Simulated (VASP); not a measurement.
# HfN (P6_3/mmc) in VASP: settings compared, part 2 of 2

VASP 6.6.1. Earlier steps stand in the parts before.

### Step 3. Single point, r2SCAN

This run uses another cell than the first one, of 11.52 Å³/atom.

The input, POSCAR:

```
HfN
1.0
    3.1339080219      0.0000000000      0.0000000000
   -1.5669540110      2.7140439601      0.0000000000
    0.0000000000      0.0000000000      5.4167677200
Hf N
2 2
Direct
    0.3333333333      0.6666666667      0.2500000000
    0.6666666667      0.3333333333      0.7500000000
    0.0000000000      0.0000000000      0.5000000000
    0.0000000000      0.0000000000      0.0000000000
```

The input, INCAR.step1:

```
SYSTEM = HfN
PREC = Accurate ; ENCUT = 520
ISMEAR = -1 ; SIGMA = 0.05
LREAL = .False. ; LASPH = .True.
NELM = 60 ; NBANDS = 23
GGA = PE ; ALGO = Normal
EDIFF = 1E-4 ; LWAVE = .True.
LCHARG = .False.
```

The input, INCAR.step2:

```
SYSTEM = HfN
PREC = Accurate ; ENCUT = 520
EDIFF = 1E-6 ; ISMEAR = -1
SIGMA = 0.05 ; LREAL = .False.
LASPH = .True. ; NELM = 60
ALGO = Normal ; ISIF = 2
LWAVE = .False. ; LCHARG = .False.
METAGGA = R2SCAN ; LMIXTAU = .True.
NBANDS = 23 ; ISTART = 1
```

The input, KPOINTS:

```
Automatic mesh
0
Gamma
  10 10 5
  0 0 0
```

Potentials or basis: VASP PAW PBE potentials, release 64 (Hf_pv, N).

Launch:

```console
cat potpaw_PBE.64/Hf_pv/POTCAR potpaw_PBE.64/N/POTCAR > POTCAR
cp INCAR.step1 INCAR
mpirun -np 1 vasp_std > vasp.out
cp INCAR.step2 INCAR
mpirun -np 1 vasp_std > vasp.out
```

OUTCAR:

```text
SYSTEM = HfN
   PREC = Accurate
   ENCUT = 520
   EDIFF = 1E-6
   ISMEAR = -1
   LREAL = .False.
   LASPH = .True.
   NELM = 60
   ISIF = 2
   METAGGA = R2SCAN
   ISTART = 1

 ion  position               nearest neighbor table
   1  0.333  0.667  0.250-   3 2.26   4 2.26   3 2.26   4 2.26   3 2.26   4 2.26   2 3.26   2 3.26
                             2 3.26   2 3.26   2 3.26   2 3.26
   2  0.667  0.333  0.750-   3 2.26   4 2.26   3 2.26   4 2.26   3 2.26   4 2.26   1 3.26   1 3.26
                             1 3.26   1 3.26   1 3.26   1 3.26
   3  0.000  0.000  0.500-   1 2.26   2 2.26   2 2.26   1 2.26   2 2.26   1 2.26
   4  0.000  0.000  0.000-   1 2.26   2 2.26   2 2.26   1 2.26   2 2.26   1 2.26

  LATTYP: Found a hexagonal cell.
 ALAT       =     3.1339080219
 C/A-ratio  =     1.7284386402

  Lattice vectors:

 A1 = (   3.1339080219,   0.0000000000,   0.0000000000)
 A2 = (  -1.5669540110,   2.7140439601,   0.0000000000)
 A3 = (   0.0000000000,   0.0000000000,   5.4167677200)

Analysis of symmetry for initial positions (statically):
=====================================================================
 Subroutine PRICEL returns:
 Original cell was already a primitive cell.

 Routine SETGRP: Setting up the symmetry group for a
 hexagonal supercell.

 Subroutine GETGRP returns: Found 24 space group operations
 (whereof 12 operations were pure point group operations)
 out of a pool of 24 trial point group operations.

The static configuration has the point symmetry D_3d.
 The point group associated with its full space group is D_6h.

Analysis of symmetry for dynamics (positions and initial velocities):
=====================================================================
 Subroutine PRICEL returns:
 Original cell was already a primitive cell.

 Routine SETGRP: Setting up the symmetry group for a
 hexagonal supercell.

 Subroutine GETGRP returns: Found 24 space group operations
[... 125 lines left out ...]
   IALGO  =     38    algorithm
   IMIX   =      4    mixing-type and parameters
     AMIX     =   0.40;   BMIX     =  1.00
     AMIX_MAG =   1.60;   BMIX_MAG =  1.00
  volume/ion in A,a.u.               =      11.52        77.73
  Fermi-wavevector in a.u.,A,eV,Ry     =   1.418951  2.681429 27.394278  2.013423
  Thomas-Fermi vector in A             =   2.540023
   LORBIT       =      0    0 simple, 1 ext, 2 COOP (PROOUT), +10 PAW based schemes
   METAGGA = R2SCAN    functional components
   LHFCALC =     F    Hartree Fock is set to
   AEXX    =    0.0000 exact exchange contribution
   IVDW    =     0    specifies the selected vdW correction
   LEPSILON=     F    determine dielectric tensor
   LRPA    =     F    only Hartree local field effects (RPA)
 non-spin polarized calculation
  energy-cutoff  :      520.00
  volume of cell :       46.07
 maximum number of plane-waves:      1275
 NGX is ok and might be reduce to    24
   NGX = 11   NGY = 11   NGZ = 21

 number of electron      30.0000001 magnetization

 Free energy of the ion-electron system (eV)
  ---------------------------------------------------
  ext. energy  EPLUGINS =         0.00000000
  ---------------------------------------------------
  free energy    TOTEN  =      -116.39534891 eV

  energy without entropy =     -116.38273244  energy(sigma->0) =     -116.38904067

 E-fermi :   8.0324     XC(G=0): -13.6084

 val. band max:        8.0114183587   @ k =   0.3000   0.3000   0.4000
 cond. band min:       8.0576952489   @ k =   0.3000   0.1000   0.4000
 fundamental gap:      0.0462768901
 Fermi energy:         8.0324214864

 k-point     1 :       0.0000    0.0000    0.0000
  band No.  band energies     occupation
      1     -25.0439      2.00000
      2     -24.1782      2.00000
      3     -24.0631      2.00000
      4     -24.0631      2.00000
      5     -24.0067      2.00000
      6     -24.0067      2.00000
[... 613 lines left out ...]
     22      14.2351      0.00000
     23      15.4303      0.00000

 [... further k-points ...]

------------------------ aborting loop because EDIFF is reached ----------------------------------------

  FORCE on cell =-STRESS in cart. coord.  units (eV):
  Direction    XX          YY          ZZ          XY          YZ          ZX
  --------------------------------------------------------------------------------------
  -------------------------------------------------------------------------------------
  Total       -0.0835367     -0.0835367     -0.1196531      0.0000000      0.0000000     -0.0000000
  in kB       -2.9049886     -2.9049886     -4.1609362      0.0000000      0.0000000     -0.0000000
  external PRESSURE =      -3.3236378 kB  Pullay stress =       0.0000000 kB

 VOLUME and BASIS-vectors are now :
 -----------------------------------------------------------------------------
  energy-cutoff  :      520.00
  volume of cell :       46.07
      direct lattice vectors                 reciprocal lattice vectors
     3.133908022  0.000000000  0.000000000     0.319090411  0.184226935  0.000000000
    -1.566954011  2.714043960  0.000000000     0.000000000  0.368453870  0.000000000
     0.000000000  0.000000000  5.416767720     0.000000000  0.000000000  0.184611940

 POSITION                                       TOTAL-FORCE (eV/Angst)
 -----------------------------------------------------------------------------------
     -0.00000      1.80936      1.35419        -0.000000      0.000000      0.000000
      1.56695      0.90468      4.06258        -0.000000     -0.000000      0.000000
      0.00000      0.00000      2.70838         0.000000     -0.000000      0.000000
      0.00000      0.00000      0.00000         0.000000     -0.000000      0.000000
 -----------------------------------------------------------------------------------
    total drift:                                0.000000     -0.000000      0.000000

  FREE ENERGIE OF THE ION-ELECTRON SYSTEM (eV)
  ---------------------------------------------------
  free  energy   TOTEN  =      -116.3953489103 eV

  energy  without entropy=     -116.3827324369  energy(sigma->0) =     -116.38904067
```

OUTCAR.step1:

```text
SYSTEM = HfN
   PREC = Accurate
   ENCUT = 520
   ISMEAR = -1
   LREAL = .False.
   LASPH = .True.
   NELM = 60
[... 856 lines left out ...]
      1.56695      0.90468      4.06258        -0.000000      0.000000      0.000000
      0.00000      0.00000      2.70838         0.000000      0.000000      0.000000
      0.00000      0.00000      0.00000         0.000000      0.000000      0.000000
 -----------------------------------------------------------------------------------
    total drift:                                0.000000     -0.000000      0.000000

  FREE ENERGIE OF THE ION-ELECTRON SYSTEM (eV)
  ---------------------------------------------------
  free  energy   TOTEN  =       -43.3917400351 eV

  energy  without entropy=      -43.3791012639  energy(sigma->0) =      -43.38542065
```

Wall time 4 min (1 thread of AMD EPYC 7R43 (Zen 3), shared host); peak memory 0.15 GiB.

What came out:

| Item | Value |
| --- | --- |
| Free energy | -116.3953 eV |
| Pressure | -0.3 GPa |
| Band gap on the k mesh | zero (bands 15 and 16 overlap by 1.74 eV) |

Stress tensor (GPa, compression positive):
```
-0.29  0.00  0.00
 0.00 -0.29  0.00
 0.00  0.00 -0.42
```

Caveat: the PAW data sets were made with another functional, which shifts forces and pressure a little; spin-orbit coupling is left out, which moves the levels of the heavy elements.
